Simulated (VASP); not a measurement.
# HgC2S2N2 (C2/m) in VASP: single point with PBE

Aim: the single point of HgC2S2N2 with PBE.

Everything below comes from runs of VASP 6.6.1. Logs are shortened: lines on timing, memory, paths and dates and some standing lists are left out, and cuts for length are marked.

## 1. The cell of the first run

The structure is monoclinic, space group C2/m (No. 12). Conventional cell: a = 10.878 Å, b = 4.042 Å, c = 6.435 Å, α = 90.00°, β = 95.28°, γ = 90.00°. Within 3.2 Å of Hg (site symmetry 2/m) lie 2 S at 2.43 Å and 4 N at 2.75 Å and 2 C at 3.11 Å. C (site symmetry m) has 1 N at 1.18 Å and 1 S at 1.66 Å within 1.7 Å. Within 2.2 Å of S (site symmetry m) lie 1 C at 1.66 Å. N (site symmetry m) has 1 C at 1.18 Å within 1.6 Å.

## 2. Single point, PBE

The input, INCAR:

```
PREC = Accurate ; ENCUT = 520
EDIFF = 1E-6 ; ISMEAR = -1
SIGMA = 0.02 ; LREAL = F
LASPH = T ; NELM = 60
ALGO = Normal ; ISIF = 2
LWAVE = F ; LCHARG = F
GGA = PE ; NBANDS = 30
```

The input, KPOINTS:

```
Automatic mesh
0
Gamma
  7 7 5
```

The input, POSCAR:

```
HgC2S2N2
1.0
    5.4390000000     -2.0210000000      0.0000000000
    5.4390000000      2.0210000000      0.0000000000
   -0.5921700000      0.0000000000      6.4077000000
Hg C S N
1 2 2 2
Direct
    0.0000000000      0.0000000000      0.0000000000
    0.2662372149      0.2662372149      0.2232455100
    0.7337627851      0.7337627851      0.7767544900
    0.1320882403      0.1320882403      0.3259676573
    0.8679117597      0.8679117597      0.6740323427
    0.3634959611      0.3634959611      0.1567710270
    0.6365040389      0.6365040389      0.8432289730
```

Potentials or basis: VASP PAW PBE potentials, release 64 (Hg, C, S, N).

On the command line:

```console
$ cat potpaw_PBE.64/Hg/POTCAR potpaw_PBE.64/C/POTCAR potpaw_PBE.64/S/POTCAR potpaw_PBE.64/N/POTCAR > POTCAR
$ mpirun -np 1 vasp_std > vasp.out
```

OUTCAR:

```text
PREC = Accurate
   ENCUT = 520
   EDIFF = 1E-6
   ISMEAR = -1
   LREAL = F
   LASPH = T
   NELM = 60
   ISIF = 2
   GGA = PE

 ion  position               nearest neighbor table
   1  0.000  0.000  0.000-   4 2.43   5 2.43   7 2.75   7 2.75   6 2.75   6 2.75
   2  0.266  0.266  0.223-   6 1.18   4 1.66
   3  0.734  0.734  0.777-   7 1.18   5 1.66
   4  0.132  0.132  0.326-   2 1.66   1 2.43
   5  0.868  0.868  0.674-   3 1.66   1 2.43
   6  0.363  0.363  0.157-   2 1.18   1 2.75   1 2.75
   7  0.637  0.637  0.843-   3 1.18   1 2.75   1 2.75

  LATTYP: Found a base centered monoclinic cell.
 ALAT       =    10.8780000000
 B/A-ratio  =     0.3715756573
 C/A-ratio  =     0.5915613744
 COS(beta)  =    -0.0920232438

  Lattice vectors:

 A1 = (   5.4390000000,  -2.0210000000,   0.0000000000)
 A2 = (   5.4390000000,   2.0210000000,   0.0000000000)
 A3 = (  -0.5921700000,   0.0000000000,   6.4077000000)

Analysis of symmetry for initial positions (statically):
=====================================================================
 Subroutine PRICEL returns:
 Original cell was already a primitive cell.

 Routine SETGRP: Setting up the symmetry group for a
 base centered monoclinic supercell.

 Subroutine GETGRP returns: Found  4 space group operations
 (whereof  4 operations were pure point group operations)
 out of a pool of  4 trial point group operations.

The static configuration has the point symmetry C_2h.

Analysis of symmetry for dynamics (positions and initial velocities):
=====================================================================
 Subroutine PRICEL returns:
 Original cell was already a primitive cell.

 Routine SETGRP: Setting up the symmetry group for a
 base centered monoclinic supercell.

 Subroutine GETGRP returns: Found  4 space group operations
 (whereof  4 operations were pure point group operations)
 out of a pool of  4 trial point group operations.

The dynamic configuration has the point symmetry C_2h.

 Subroutine INISYM returns: Found  4 space group operations
 (whereof  4 operations are pure point group operations),
 and found     1 'primitive' translations

----------------------------------------------------------------------------------------

                                     Primitive cell

  volume of cell :     140.8697

  direct lattice vectors                    reciprocal lattice vectors
     5.439000000 -2.021000000  0.000000000     0.091928663 -0.247402276  0.008495622
     5.439000000  2.021000000  0.000000000     0.091928663  0.247402276  0.008495622
    -0.592170000  0.000000000  6.407700000     0.000000000  0.000000000  0.156062238

  length of vectors
     5.802341079  5.802341079  6.435004631     0.264066168  0.264066168  0.156062238

  position of ions in fractional coordinates (direct lattice)
     0.000000000  0.000000000  0.000000000
     0.266237215  0.266237215  0.223245510
     0.733762785  0.733762785  0.776754490
     0.132088240  0.132088240  0.325967657
     0.867911760  0.867911760  0.674032343
     0.363495961  0.363495961  0.156771027
     0.636504039  0.636504039  0.843228973

  ion indices of the primitive-cell ions
   primitive index   ion index
                 1           1
                 2           2
                 3           3
                 4           4
                 5           5
                 6           6
                 7           7

----------------------------------------------------------------------------------------

 KPOINTS: Automatic mesh

Automatic generation of k-mesh.
 Grid dimensions read from file:
 generate k-points for:    7    7    5

 Generating k-lattice:

  Cartesian coordinates                     Fractional coordinates (reciprocal lattice)
     0.013132666 -0.035343182  0.001213660     0.142857143  0.000000000 -0.000000000
     0.013132666  0.035343182  0.001213660     0.000000000  0.142857143 -0.000000000
     0.000000000  0.000000000  0.031212448     0.000000000  0.000000000  0.200000000

  Length of vectors
     0.037723738  0.037723738  0.031212448

  Shift w.r.t. Gamma in fractional coordinates (k-lattice)
     0.000000000  0.000000000  0.000000000

 Subroutine IBZKPT returns following result:
 ===========================================

 Found     72 irreducible k-points:

 Following reciprocal coordinates:
            Coordinates               Weight
  0.000000  0.000000  0.000000      1.000000
  0.142857  0.000000  0.000000      4.000000
  0.285714  0.000000  0.000000      4.000000
  0.428571  0.000000  0.000000      4.000000
  0.142857  0.142857  0.000000      2.000000
  0.285714  0.142857  0.000000      4.000000
[... 16 lines left out ...]
 -0.142857 -0.000000  0.200000      4.000000
  0.142857  0.142857  0.200000      2.000000
 [... further k-points ...]
   k-points           NKPTS =     72   k-points in BZ     NKDIM =     72   number of bands    NBANDS=     30
   number of dos      NEDOS =    301   number of ions     NIONS =      7
   total plane-waves  NPLWV = 110592
   dimension x,y,z NGX =    48 NGY =   48 NGZ =   48
   dimension x,y,z NGXF=    96 NGYF=   96 NGZF=   96
   ions per type =               1   2   2   2
   NGX,Y,Z   is equivalent  to a cutoff of  13.75, 13.75, 12.40 a.u.
   NGXF,Y,Z  is equivalent  to a cutoff of  27.51, 27.51, 24.80 a.u.
 SYSTEM =  unknown system
   PREC   = accura    normal or accurate (medium, high low for compatibility)
   ISTART =      0    job   : 0-new  1-cont  2-samecut
   ICHARG =      2    charge: 1-file 2-atom 10-const
   ISPIN  =      1    spin polarized calculation?
   LNONCOLLINEAR =      F non collinear calculations
   LSORBIT =      F    spin-orbit coupling
   LASPH  =      T    aspherical Exc in radial PAW
   ENCUT  =  520.0 eV  38.22 Ry    6.18 a.u.  10.79 10.79 11.96*2*pi/ulx,y,z
   NELM   =     60;   NELMIN=  2; NELMDL= -5     # of ELM steps
   EDIFF  = 0.1E-05   stopping-criterion for ELM
   LREAL  =      F    real-space projection
   EDIFFG = 0.1E-04   stopping-criterion for IOM
   NSW    =      0    number of steps for IOM
   IBRION =     -1    ionic relax: 0-MD 1-quasi-New 2-CG
   NFREE  =      0    steps in history (QN), initial steepest desc. (CG)
   ISIF   =      2    stress and relaxation
   ISYM   =      2    0-nonsym 1-usesym 2-fastsym
   POTIM  = 0.5000    time-step for ionic-motion
   TEBEG  =    0.0;   TEEND  =   0.0 temperature during run
   PSTRESS=    0.0 pullay stress
   NELECT =      42.0000    total number of electrons
   NUPDOWN=      -1.0000    fix difference up-down
   EMIN   =  10.00;   EMAX   =-10.00  energy-range for DOS
   EFERMI =   0.00;   METHOD = LEGACY
   ISMEAR =    -1;   SIGMA  =   0.02  broadening in eV -4-tet -1-fermi 0-gaus
   EFERMI_NEDOS =   21; number of points for ismear=-14 and -15
   IALGO  =     38    algorithm
   IMIX   =      4    mixing-type and parameters
     AMIX     =   0.40;   BMIX     =  1.00
     AMIX_MAG =   1.60;   BMIX_MAG =  1.00
  volume/ion in A,a.u.               =      20.12       135.81
  Fermi-wavevector in a.u.,A,eV,Ry     =   1.093668  2.066732 16.274054  1.196109
  Thomas-Fermi vector in A             =   2.229958
   LORBIT       =      0    0 simple, 1 ext, 2 COOP (PROOUT), +10 PAW based schemes
   GGA     = PE    functional components
   LHFCALC =     F    Hartree Fock is set to
   AEXX    =    0.0000 exact exchange contribution
   IVDW    =     0    specifies the selected vdW correction
   LEPSILON=     F    determine dielectric tensor
   LRPA    =     F    only Hartree local field effects (RPA)
 non-spin polarized calculation
  energy-cutoff  :      520.00
  volume of cell :      140.87
 maximum number of plane-waves:      3815
 NGX is ok and might be reduce to    48
   NGX = 21   NGY = 21   NGZ = 23

 number of electron      42.0000002 magnetization

 Free energy of the ion-electron system (eV)
  ---------------------------------------------------
  ext. energy  EPLUGINS =         0.00000000
  ---------------------------------------------------
  free energy    TOTEN  =       -41.34107077 eV

  energy without entropy =      -41.34107077  energy(sigma->0) =      -41.34107077

 E-fermi :   0.5567     XC(G=0):  -8.3050

 val. band max:        0.0792500455   @ k =   0.4286   0.4286   0.0000
 cond. band min:       2.3445090908   @ k =   0.0000   0.0000   0.0000
 fundamental gap:      2.2652590453
 Fermi energy:         0.5566827243

 k-point     1 :       0.0000    0.0000    0.0000
  band No.  band energies     occupation
      1     -17.1743      2.00000
      2     -16.9718      2.00000
      3     -13.7883      2.00000
      4     -13.5424      2.00000
      5      -7.5759      2.00000
      6      -6.3213      2.00000
[... 22 lines left out ...]
     29       7.4072      0.00000
     30       7.5701      0.00000

 k-point     2 :       0.1429    0.0000    0.0000
  band No.  band energies     occupation
      1     -17.1557      2.00000
      2     -16.9751      2.00000
      3     -13.7776      2.00000
      4     -13.5403      2.00000
      5      -7.5443      2.00000
      6      -6.3447      2.00000
[... 22 lines left out ...]
     29       7.6676      0.00000
     30       7.9706      0.00000

 k-point     3 :       0.2857    0.0000    0.0000
  band No.  band energies     occupation
      1     -17.1091      2.00000
      2     -16.9870      2.00000
      3     -13.7533      2.00000
      4     -13.5351      2.00000
      5      -7.4902      2.00000
      6      -6.2778      2.00000
[... 22 lines left out ...]
     29       7.6322      0.00000
     30       8.0580      0.00000

 k-point     4 :       0.4286    0.0000    0.0000
  band No.  band energies     occupation
      1     -17.0554      2.00000
      2     -17.0126      2.00000
      3     -13.7337      2.00000
      4     -13.5305      2.00000
      5      -7.4629      2.00000
      6      -6.1185      2.00000
[... 22 lines left out ...]
     29       7.1440      0.00000
     30       8.0891      0.00000

 k-point     5 :       0.1429    0.1429    0.0000
  band No.  band energies     occupation
      1     -17.1677      2.00000
      2     -16.9720      2.00000
      3     -13.7906      2.00000
      4     -13.5636      2.00000
      5      -7.5371      2.00000
      6      -6.4105      2.00000
[... 22 lines left out ...]
     29       7.1690      0.00000
     30       7.5919      0.00000
[... 526 lines left out ...]
     29       7.0890      0.00000
     30       8.1497      0.00000

 k-point    22 :      -0.2857    0.0000    0.2000
  band No.  band energies     occupation
      1     -17.1036      2.00000
      2     -16.9923      2.00000
      3     -13.7630      2.00000
      4     -13.5240      2.00000
      5      -7.4700      2.00000
      6      -6.3620      2.00000
[... 22 lines left out ...]
     29       7.4833      0.00000
     30       8.2958      0.00000

 k-point    23 :      -0.1429   -0.0000    0.2000
  band No.  band energies     occupation
      1     -17.1475      2.00000
      2     -16.9831      2.00000
      3     -13.7776      2.00000
      4     -13.5422      2.00000
      5      -7.5172      2.00000
      6      -6.4197      2.00000
[... 22 lines left out ...]
     29       7.7274      0.00000
     30       8.0101      0.00000

 k-point    24 :       0.1429    0.1429    0.2000
  band No.  band energies     occupation
      1     -17.1587      2.00000
      2     -16.9805      2.00000
      3     -13.7292      2.00000
      4     -13.6350      2.00000
      5      -7.5013      2.00000
      6      -6.4705      2.00000
[... 22 lines left out ...]
     29       7.0604      0.00000
     30       7.3876      0.00000

 [... further k-points ...]

------------------------ aborting loop because EDIFF is reached ----------------------------------------

  FORCE on cell =-STRESS in cart. coord.  units (eV):
  Direction    XX          YY          ZZ          XY          YZ          ZX
  --------------------------------------------------------------------------------------
  -------------------------------------------------------------------------------------
  Total        1.3321343      1.1840539      1.4375796      0.0000000      0.0000000      0.0560649
  in kB       15.1509916     13.4668036     16.3502709      0.0000000      0.0000000      0.6376530
  external PRESSURE =      14.9893554 kB  Pullay stress =       0.0000000 kB

 VOLUME and BASIS-vectors are now :
 -----------------------------------------------------------------------------
  energy-cutoff  :      520.00
  volume of cell :      140.87
      direct lattice vectors                 reciprocal lattice vectors
     5.439000000 -2.021000000  0.000000000     0.091928663 -0.247402276  0.008495622
     5.439000000  2.021000000  0.000000000     0.091928663  0.247402276  0.008495622
    -0.592170000  0.000000000  6.407700000     0.000000000  0.000000000  0.156062238

 POSITION                                       TOTAL-FORCE (eV/Angst)
 -----------------------------------------------------------------------------------
      0.00000      0.00000      0.00000         0.000000      0.000000      0.000000
      2.76393      0.00000      1.43049        -0.470659      0.000000      0.185212
      7.52190      0.00000      4.97721         0.470659      0.000000     -0.185212
      1.24383      0.00000      2.08870         0.199467      0.000000     -0.015696
      9.04200      0.00000      4.31900        -0.199467      0.000000      0.015696
      3.86127      0.00000      1.00454         0.293918      0.000000     -0.109003
      6.42456      0.00000      5.40316        -0.293918      0.000000      0.109003
 -----------------------------------------------------------------------------------
    total drift:                               -0.000000      0.000000     -0.000000

  FREE ENERGIE OF THE ION-ELECTRON SYSTEM (eV)
  ---------------------------------------------------
  free  energy   TOTEN  =       -41.3410707724 eV

  energy  without entropy=      -41.3410707724  energy(sigma->0) =      -41.34107077
```

Wall time 5.1 min (1 thread of Intel Xeon Platinum 8375C at 2.90GHz (Ice Lake), shared host); peak memory 0.52 GiB.

What came out:

```
Free energy            : -41.3411 eV
Pressure               : 1.5 GPa
Largest force          : 0.506 eV/Å
Band gap on the k mesh : 2.27 eV (least direct gap 2.36 eV)
```

Forces in eV/Å, atoms in the order of the input:
```
Hg   0.000  0.000  0.000
C   -0.471  0.000  0.185
C    0.471  0.000 -0.185
S    0.199  0.000 -0.016
S   -0.199  0.000  0.016
N    0.294  0.000 -0.109
N   -0.294  0.000  0.109
```

Levels at points of the mesh, in eV from the valence-band top:
| k point | band 17 | band 18 | band 19 | band 20 | band 21 | band 22 | band 23 | band 24 | band 25 | band 26 |
| --- | --- | --- | --- | --- | --- | --- | --- | --- | --- | --- |
| (0.00, 0.00, 0.00) | -3.10 | -1.83 | -0.94 | -0.73 | -0.10 | 2.27 | 4.24 | 4.48 | 5.29 | 5.97 |

Caveat: spin-orbit coupling is left out, which moves the levels of the heavy elements; an odd mesh through Γ misses points on the zone boundary, where band edges can lie.
